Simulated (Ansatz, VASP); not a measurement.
## Two plane-wave programs on BP

File POSCAR:

```
BP
1.0
    0.0000000000      2.2690000000      2.3597600000
    2.2690000000      0.0000000000      2.3597600000
    2.2690000000      2.2690000000      0.0000000000
B P
1 1
Direct
    0.0000000000      0.0000000000      0.0000000000
    0.7500000000      0.7500000000      0.7500000000
```

File INCAR.step1:

```
SYSTEM = BP
ALGO = Normal
EDIFF = 1E-4
ENCUT = 520
GGA = PE
ISMEAR = 0
LASPH = .True.
LCHARG = .False.
LREAL = .False.
LWAVE = .True.
NBANDS = 11
NELM = 100
PREC = Accurate
SIGMA = 0.05
```

Contents of INCAR.step2:

```
SYSTEM = BP
ALGO = Normal
EDIFF = 1E-7
ENCUT = 520
ISIF = 2
ISMEAR = 0
ISTART = 1
LASPH = .True.
LCHARG = .False.
LMIXTAU = .True.
LREAL = .False.
LWAVE = .False.
METAGGA = R2SCAN
NBANDS = 11
NELM = 100
PREC = Accurate
SIGMA = 0.05
```

File KPOINTS:

```
k-points
0
Gamma
  10 10 10
  0 0 0
```

Input for Ansatz:

```yaml
crystal:
  lattice:
    - [0.0, 2.269, 2.35976]
    - [2.269, 0.0, 2.35976]
    - [2.269, 2.269, 0.0]
  atoms:
    - { symbol: B, position: [0.0, 0.0, 0.0] }
    - { symbol: P, position: [0.75, 0.75, 0.75] }
basis:
  ecutwfc: 500
kpoints:
  mp_grid: { grid: [10, 10, 10] }
hamiltonian:
  xc: r2scan
scf:
  occupations: { method: gaussian, width: 0.05 }
output:
  forces: true
  stress: true
  eigenvalues: true
```

Change from the starting cell: strain +0.000 along x and y, +0.040 along z, atoms carried along.

Alike in both runs: task single point; functional r2SCAN; k mesh 10 × 10 × 10; occupations gaussian, width 0.05 eV; no spin polarisation.

|  | VASP | Ansatz |
| --- | --- | --- |
| version | VASP 6.6.1 | Ansatz 0.2.0 |
| potentials or method | VASP PAW PBE potentials, release 64 (B, P), cutoff 520 eV | scalar-relativistic, plane waves, PAW |
| valence electrons in the cell | 8 | 8 |

Ansatz gave:

| Property | Result |
| --- | --- |
| gap on the k mesh at the Fermi level (eV) | 1.16 |
| least direct gap on the mesh (eV) | 3.33 |
| pressure (GPa) | -6.3 |
| traceless stress, the component that is largest in VASP (GPa) | -7.62 |

Problem. What did VASP give for the same quantities?

Solution. gap on the k mesh at the Fermi level (eV): 1.19; least direct gap on the mesh (eV): 3.37; pressure (GPa): -6.8; traceless stress, the component that is largest in VASP (GPa): -7.66.

VASP's potentials were made for PBE, not for r2SCAN.
